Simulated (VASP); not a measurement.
# HC16 (a cell with a defect) in VASP: further runs, part 2 of 2

VASP 6.6.1. Earlier steps stand in the parts before.

## (4) Single point, PBE

Input file INCAR:

```
  PREC = Accurate
  ENCUT = 520
  EDIFF = 1E-6
  ISMEAR = 0
  SIGMA = 0.05
  LREAL = Auto
  LASPH = True
  NELM = 80
  ALGO = Normal
  ISIF = 2
  LWAVE = False
  LCHARG = False
  GGA = PE
  NBANDS = 46
  NELECT = 64.0
```

Input file KPOINTS:

```
regular mesh
0
Gamma
  3 3 3
```

Input file POSCAR:

```
HC16
1.0
    0.0000000000      3.5700000000      3.5700000000
    3.5700000000      0.0000000000      3.5700000000
    3.5700000000      3.5700000000      0.0000000000
C H
16 1
Direct
    0.0304117647     -0.0118414566     -0.0122333333
    0.1181053221      0.1208966387      0.1306397759
   -0.0031240896     -0.0070302521      0.5040577031
    0.1267394958      0.1208022409      0.6219579832
    0.0008851541      0.4935277311     -0.0015532213
    0.1372654062      0.6091054622      0.1244914566
    0.0028521008      0.4947669468      0.4988478992
    0.1255457983      0.6191396359      0.6249180672
    0.4877211485     -0.0039418768      0.0000275910
    0.5946732493      0.1315581232      0.1367987395
    0.4984221289     -0.0053431373      0.5025254902
    0.6222152661      0.1216813725      0.6256623249
    0.5069180672      0.4948497199     -0.0061205882
    0.6241540616      0.6180579832      0.1260708683
    0.4995086835      0.4948201681      0.4995935574
    0.6282091036      0.6190852941      0.6204530812
    0.8124057423      0.9079141457      0.0614399160
```

Potentials or basis: VASP PAW PBE potentials, release 64 (C, H).

On the command line:

```bash
cat potpaw_PBE.64/C/POTCAR potpaw_PBE.64/H/POTCAR > POTCAR
mpirun -np 1 vasp_std > vasp.out
```

OUTCAR:

```text
PREC = Accurate
   ENCUT = 520
   EDIFF = 1E-6
   ISMEAR = 0
   LREAL = Auto
   LASPH = True
   NELM = 80
   ISIF = 2
   GGA = PE
   NELECT = 64.0

 ion  position               nearest neighbor table
   1  0.030  0.988  0.988-  17 1.18   2 1.50   4 1.51   6 1.56  10 1.80
   2  0.118  0.121  0.131-   1 1.50   9 1.52   5 1.54   3 1.54
   3  0.997  0.993  0.504-   2 1.54   8 1.54  12 1.54   4 1.55
   4  0.127  0.121  0.622-   1 1.51  11 1.53   7 1.54   3 1.55
   5  0.001  0.494  0.998-   2 1.54   8 1.54  14 1.55   6 1.56
   6  0.137  0.609  0.124-  13 1.52   7 1.54   5 1.56   1 1.56
   7  0.003  0.495  0.499-   8 1.54   4 1.54   6 1.54  16 1.54
   8  0.126  0.619  0.625-   7 1.54   5 1.54   3 1.54  15 1.54
   9  0.488  0.996  0.000-   2 1.52  12 1.54  14 1.56  10 1.57
  10  0.595  0.132  0.137-  17 1.18  13 1.50  11 1.51   9 1.57   1 1.80
  11  0.498  0.995  0.503-  10 1.51   4 1.53  12 1.54  16 1.55
  12  0.622  0.122  0.626-  15 1.54  11 1.54   9 1.54   3 1.54
  13  0.507  0.495  0.994-  10 1.50   6 1.52  14 1.54  16 1.54
  14  0.624  0.618  0.126-  13 1.54  15 1.54   5 1.55   9 1.56
  15  0.500  0.495  0.500-  12 1.54  14 1.54  16 1.54   8 1.54
  16  0.628  0.619  0.620-  13 1.54  15 1.54   7 1.54  11 1.55
[... 213 lines left out ...]
  band No.  band energies     occupation
      1     -11.9897      2.00000
      2      -6.9388      2.00000
      3      -6.0154      2.00000
      4      -5.9369      2.00000
      5      -5.8842      2.00000
      6      -4.7863      2.00000
[... 647 lines left out ...]
     43      19.2660      0.00000
     44      19.4829      0.00000
 [bands above 44 left out]

------------------------ aborting loop because EDIFF is reached ----------------------------------------

  FORCE on cell =-STRESS in cart. coord.  units (eV):
  Direction    XX          YY          ZZ          XY          YZ          ZX
  --------------------------------------------------------------------------------------
  -------------------------------------------------------------------------------------
  Total       -5.8796478     -5.6165935     -5.8726628     -2.5951903      2.6006620     -2.0651039
  in kB     -103.5207117    -98.8892149   -103.3977304    -45.6925231     45.7888621    -36.3594949
  external PRESSURE =    -101.9358857 kB  Pullay stress =       0.0000000 kB

 VOLUME and BASIS-vectors are now :
 -----------------------------------------------------------------------------
  energy-cutoff  :      520.00
  volume of cell :       91.00
      direct lattice vectors                 reciprocal lattice vectors
     0.000000000  3.570000000  3.570000000    -0.140056022  0.140056022  0.140056022
     3.570000000  0.000000000  3.570000000     0.140056022 -0.140056022  0.140056022
     3.570000000  3.570000000  0.000000000     0.140056022  0.140056022 -0.140056022

 POSITION                                       TOTAL-FORCE (eV/Angst)
 -----------------------------------------------------------------------------------
      7.05405      3.63490      3.63630         0.010879      0.001545      0.003613
      0.89799      0.88802      0.85324         0.009363     -0.004823     -0.000967
      5.34439      5.35833      7.10375        -0.002231     -0.000391      0.001080
      2.65165      2.67285      0.88372        -0.000428     -0.006493      0.002436
      5.32635      3.56762      1.76505         0.000580     -0.002100     -0.004780
      2.61894      0.93447      2.66454        -0.000336      0.000191     -0.011510
[... 9 lines left out ...]
      4.42515      4.45772      4.45284         0.000299     -0.000934     -0.001138
      3.46059      3.11963      6.14154        -0.016047      0.001393     -0.017134
 -----------------------------------------------------------------------------------
    total drift:                                0.024280      0.003706      0.029860

  FREE ENERGIE OF THE ION-ELECTRON SYSTEM (eV)
  ---------------------------------------------------
  free  energy   TOTEN  =      -155.2274511691 eV

  energy  without entropy=     -155.2274511691  energy(sigma->0) =     -155.22745117
```

Run time: 3.7 min. Hardware: 1 thread of Intel Xeon 8259CL, shared host; peak memory 0.25 GiB.

What came out:

```yaml
Free_energy: -155.2275 eV
Largest_force: 0.024 eV/Å
```

Forces on the atoms (eV/Å):
```
C    0.011  0.002  0.004
C    0.009 -0.005 -0.001
C   -0.002  0.000  0.001
C    0.000 -0.006  0.002
C    0.001 -0.002 -0.005
C    0.000  0.000 -0.012
C    0.007 -0.004 -0.001
C    0.002  0.004  0.001
C   -0.012  0.000  0.001
C    0.001 -0.002  0.010
C    0.004  0.007  0.000
C   -0.002  0.004  0.005
C    0.000  0.006  0.009
C   -0.004  0.001  0.001
C    0.001 -0.003  0.001
C    0.000 -0.001 -0.001
H   -0.016  0.001 -0.017
```

Caveat: the k points lie up to 0.51 Å⁻¹ apart; the cell carries a net charge on a neutralising background, which shifts energy and pressure; the cell is charged against a uniform background, so pressure and absolute levels hang on convention.

## (5) Single point, PBE

Input file INCAR:

```
SYSTEM = HC16
PREC     = Accurate       ! precision mode
ENCUT    = 520            ! plane-wave cutoff, eV
EDIFF    = 1E-6           ! SCF threshold, eV
ISMEAR   = 0              ! smearing method
SIGMA    = 0.05           ! smearing width, eV
LREAL    = Auto         
LASPH    = .TRUE.         ! aspherical terms in the spheres
NELM     = 60             ! most SCF steps
ALGO     = Normal         ! electronic algorithm
ISIF     = 2              ! what is computed and relaxed
LWAVE    = .FALSE.        ! write WAVECAR
LCHARG   = .TRUE.         ! write CHGCAR
GGA      = PE             ! functional
LELF     = .TRUE.         ! ELF
LVHAR    = .TRUE.       
NBANDS   = 46             ! bands
NELECT   = 64.0
```

Input file KPOINTS:

```
regular mesh
0
G
  3 3 3
  0 0 0
```

Input file POSCAR:

```
HC16
1.0
    0.0000000000      3.5700000000      3.5700000000
    3.5700000000      0.0000000000      3.5700000000
    3.5700000000      3.5700000000      0.0000000000
C H
16 1
Direct
    0.0347201681     -0.0248549020     -0.0030154062
    0.1212519608      0.1177471989      0.1311726891
    0.0041788515     -0.0143864146      0.5037715686
    0.1400903361      0.1116035014      0.6198326331
    0.0008445378      0.4910072829      0.0028226891
    0.1315607843      0.6084756303      0.1304915966
    0.0066521008      0.4858661064      0.5045182073
    0.1292434174      0.6119879552      0.6289386555
    0.4905862745     -0.0128324930      0.0056462185
    0.5982179272      0.1243198880      0.1415568627
    0.5100740896     -0.0188124650      0.5045617647
    0.6275434174      0.1132476190      0.6277633053
    0.5032057423      0.4891393557      0.0037264706
    0.6260042017      0.6125966387      0.1313582633
    0.5032359944      0.4866763305      0.5044976190
    0.6321889356      0.6075648459      0.6284021008
    0.8135868347      1.0311294118     -0.0708795518
```

Potentials or basis: VASP PAW PBE potentials, release 64 (C, H).

On the command line:

```bash
cat potpaw_PBE.64/C/POTCAR potpaw_PBE.64/H/POTCAR > POTCAR
mpirun -np 1 vasp_std > vasp.out
```

OUTCAR:

```text
SYSTEM = HC16
   PREC = Accurate
   ENCUT = 520
   EDIFF = 1E-6
   ISMEAR = 0
   LREAL = Auto
   LASPH = .TRUE.
   NELM = 60
   ISIF = 2
   GGA = PE
   NELECT = 64.0

 ion  position               nearest neighbor table
   1  0.035  0.975  0.997-  17 1.19   2 1.51   6 1.52   4 1.56  10 1.80
   2  0.121  0.118  0.131-   1 1.51   9 1.52   3 1.54   5 1.54
   3  0.004  0.986  0.504-   2 1.54   8 1.54  12 1.55   4 1.56
   4  0.140  0.112  0.620-  11 1.53   7 1.54   1 1.56   3 1.56
   5  0.001  0.491  0.003-   2 1.54   8 1.54  14 1.55   6 1.55
   6  0.132  0.608  0.130-   1 1.52  13 1.53   7 1.54   5 1.55
   7  0.007  0.486  0.505-   8 1.54   6 1.54   4 1.54  16 1.54
   8  0.129  0.612  0.629-   7 1.54   3 1.54   5 1.54  15 1.54
   9  0.491  0.987  0.006-   2 1.52  14 1.55  12 1.56  10 1.57
  10  0.598  0.124  0.142-  17 1.18  11 1.50  13 1.51   9 1.57   1 1.80
  11  0.510  0.981  0.505-  10 1.50   4 1.53  12 1.54  16 1.54
  12  0.628  0.113  0.628-  11 1.54  15 1.54   3 1.55   9 1.56
  13  0.503  0.489  0.004-  10 1.51   6 1.53  14 1.54  16 1.55
  14  0.626  0.613  0.131-  15 1.54  13 1.54   9 1.55   5 1.55
  15  0.503  0.487  0.504-  14 1.54  12 1.54  16 1.54   8 1.54
  16  0.632  0.608  0.628-  11 1.54  15 1.54   7 1.54  13 1.55
  17  0.814  0.031  0.929-  10 1.18   1 1.19

  LATTYP: Found a face centered cubic cell.
 ALAT       =     7.1400000000

  Lattice vectors:

 A1 = (   0.0000000000,   3.5700000000,   3.5700000000)
 A2 = (   3.5700000000,   0.0000000000,   3.5700000000)
 A3 = (   3.5700000000,   3.5700000000,   0.0000000000)

Analysis of symmetry for initial positions (statically):
=====================================================================
 Subroutine PRICEL returns:
 Original cell was already a primitive cell.

 Routine SETGRP: Setting up the symmetry group for a
 face centered cubic supercell.

 Subroutine GETGRP returns: Found  1 space group operations
 (whereof  1 operations were pure point group operations)
 out of a pool of 48 trial point group operations.

The static configuration has the point symmetry C_1 .
[... 157 lines left out ...]
   GGA     = PE    functional components
   LHFCALC =     F    Hartree Fock is set to
   AEXX    =    0.0000 exact exchange contribution
   IVDW    =     0    specifies the selected vdW correction
   LEPSILON=     F    determine dielectric tensor
   LRPA    =     F    only Hartree local field effects (RPA)
 non-spin polarized calculation
 Gauss-broadening in eV      SIGMA  =   0.05
  energy-cutoff  :      520.00
  volume of cell :       91.00
 maximum number of plane-waves:      2453
 NGX is ok and might be reduce to    40
   NGX = 19   NGY = 19   NGZ = 19

 number of electron      64.0000001 magnetization

 Free energy of the ion-electron system (eV)
  ---------------------------------------------------
  ext. energy  EPLUGINS =         0.00000000
  ---------------------------------------------------
  free energy    TOTEN  =      -155.22615527 eV

  energy without entropy =     -155.22615527  energy(sigma->0) =     -155.22615527

 E-fermi :  10.1570     XC(G=0): -13.2418

 val. band max:        9.8935186642   @ k =   0.0000   0.0000   0.0000
 cond. band min:      12.4443522914   @ k =   0.0000   0.0000   0.0000
 fundamental gap:      2.5508336272
 Fermi energy:        10.1569689505

 k-point     1 :       0.0000    0.0000    0.0000
  band No.  band energies     occupation
      1     -11.9895      2.00000
      2      -6.9374      2.00000
      3      -6.0166      2.00000
      4      -5.9389      2.00000
      5      -5.8845      2.00000
      6      -4.7848      2.00000
[... 647 lines left out ...]
     43      19.2612      0.00000
     44      19.4915      0.00000
 [bands above 44 left out]

------------------------ aborting loop because EDIFF is reached ----------------------------------------

  FORCE on cell =-STRESS in cart. coord.  units (eV):
  Direction    XX          YY          ZZ          XY          YZ          ZX
  --------------------------------------------------------------------------------------
  -------------------------------------------------------------------------------------
  Total       -5.9022591     -5.7599899     -5.5795984     -2.1263490      2.6987984     -2.5437776
  in kB     -103.9188198   -101.4139411    -98.2378565    -37.4378145     47.5167126    -44.7873205
  external PRESSURE =    -101.1902058 kB  Pullay stress =       0.0000000 kB

 VOLUME and BASIS-vectors are now :
 -----------------------------------------------------------------------------
  energy-cutoff  :      520.00
  volume of cell :       91.00
      direct lattice vectors                 reciprocal lattice vectors
     0.000000000  3.570000000  3.570000000    -0.140056022  0.140056022  0.140056022
     3.570000000  0.000000000  3.570000000     0.140056022 -0.140056022  0.140056022
     3.570000000  3.570000000  0.000000000     0.140056022  0.140056022 -0.140056022

 POSITION                                       TOTAL-FORCE (eV/Angst)
 -----------------------------------------------------------------------------------
      7.04050      3.68319      3.60522         0.007613     -0.005453     -0.011045
      0.88864      0.90116      0.85323        -0.001534     -0.001523     -0.001147
      5.31710      1.81338      3.53356        -0.000170      0.005069      0.000056
      2.61123      2.71293      0.89855         0.000934     -0.001706     -0.006651
      1.76297      0.01309      1.75591        -0.002284     -0.005760      0.000222
      2.63811      0.93553      2.64193        -0.003013     -0.001054     -0.009737
[... 9 lines left out ...]
      4.41240      4.50031      4.42592         0.005004      0.007139     -0.006157
      3.42809      6.22146      3.01564        -0.007534     -0.016523      0.037710
 -----------------------------------------------------------------------------------
    total drift:                               -0.012195      0.018263     -0.021184

  FREE ENERGIE OF THE ION-ELECTRON SYSTEM (eV)
  ---------------------------------------------------
  free  energy   TOTEN  =      -155.2261552693 eV

  energy  without entropy=     -155.2261552693  energy(sigma->0) =     -155.22615527
```

OSZICAR:

```text
N       E                     dE             d eps       ncg     rms          rms(c)
DAV:   1     0.167238073980E+03    0.16724E+03   -0.33871E+04  1288   0.136E+03
DAV:   2    -0.146515236139E+03   -0.31375E+03   -0.29576E+03  1622   0.262E+02
DAV:   3    -0.159548451242E+03   -0.13033E+02   -0.12922E+02  1672   0.502E+01
DAV:   4    -0.159731786702E+03   -0.18334E+00   -0.18277E+00  1704   0.618E+00
DAV:   5    -0.159735603547E+03   -0.38168E-02   -0.38134E-02  1638   0.841E-01    0.158E+01
DAV:   6    -0.156443597609E+03    0.32920E+01   -0.22582E+00  1552   0.696E+00    0.939E+00
DAV:   7    -0.155216948666E+03    0.12266E+01   -0.31365E+00  1524   0.794E+00    0.218E+00
DAV:   8    -0.155223879584E+03   -0.69309E-02   -0.12724E-01  1652   0.187E+00    0.603E-01
DAV:   9    -0.155226128973E+03   -0.22494E-02   -0.13402E-02  1620   0.555E-01    0.109E-01
DAV:  10    -0.155226061487E+03    0.67486E-04   -0.64407E-04  1606   0.148E-01    0.608E-02
DAV:  11    -0.155226137699E+03   -0.76212E-04   -0.29016E-04  1672   0.924E-02    0.209E-02
DAV:  12    -0.155226149503E+03   -0.11804E-04   -0.33132E-05  1632   0.278E-02    0.100E-02
DAV:  13    -0.155226155307E+03   -0.58036E-05   -0.73680E-06  1528   0.148E-02    0.439E-03
DAV:  14    -0.155226155269E+03    0.37336E-07   -0.11082E-06   968   0.537E-03
   1 F= -.15522616E+03 E0= -.15522616E+03  d E =-.916146E-15
```

stdout:

```text
POSCAR found type information on POSCAR C H
 POSCAR found :  2 types and      17 ions
 scaLAPACK will be used
 LDA part: xc-table for (Slater+PW92), standard interpolation
 POSCAR, INCAR and KPOINTS ok, starting setup
 FFT: planning ... GRIDC
 FFT: planning ... GRID_SOFT
 FFT: planning ... GRID
 WAVECAR not read
 entering main loop
 the old and the new charge density differ
 old charge density:    65.00000 new   64.00000
    0.158E+01
```

Run time: 2.6 min. Hardware: 1 thread of Intel Xeon 8259CL, shared host; peak memory 0.25 GiB.

Results:

```
Free energy   : -155.2262 eV
Largest force : 0.042 eV/Å
```

Forces in eV/Å, atoms in the order of the input:
```
C    0.008 -0.005 -0.011
C   -0.002 -0.002 -0.001
C    0.000  0.005  0.000
C    0.001 -0.002 -0.007
C   -0.002 -0.006  0.000
C   -0.003 -0.001 -0.010
C    0.004  0.001 -0.002
C    0.001 -0.002  0.001
C   -0.008 -0.004 -0.006
C   -0.002  0.026  0.016
C    0.004 -0.001 -0.007
C   -0.001  0.003 -0.003
C    0.004 -0.003  0.003
C   -0.006 -0.001 -0.002
C    0.005  0.000 -0.002
C    0.005  0.007 -0.006
H   -0.008 -0.017  0.038
```

Caveat: the k points lie up to 0.51 Å⁻¹ apart; the cell carries a net charge on a neutralising background, which shifts energy and pressure; the cell is charged against a uniform background, so pressure and absolute levels hang on convention.
